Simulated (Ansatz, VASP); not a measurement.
**Two plane-wave programs on V**

```xyz
2
Lattice="-3.0287 3.0287 3.0287 1.5144 -1.5144 1.5144 1.5144 1.5144 -1.5144" Properties=species:S:1:pos:R:3 pbc="T T T"
V     0.0000    0.0000    0.0000
V    -1.5144    1.5144    1.5144
```

Alike in both runs: task single point; functional PBE; dispersion D3(BJ); k mesh 13 × 13 × 13; occupations fermi-dirac, width 0.02 eV; collinear spin.

|  | VASP | Ansatz |
| --- | --- | --- |
| version | VASP 6.6.1 | Ansatz 0.2.0 |
| potentials or method | VASP PAW PBE potentials, release 64 (V_sv) | plane waves, PAW |
| plane-wave cutoff (eV) | 500 | 420 |
| valence electrons in the cell | 26 | 26 |

```csv
,VASP,Ansatz,Ansatz less VASP
gap on the k mesh at the Fermi level (eV),none,none,-
net moment per atom (μB),0.00,0.00,0.000
```

A gap of «none» marks a metal or a gap that the smearing closes. Ansatz's warnings: seeded moment not kept, stability check not made.
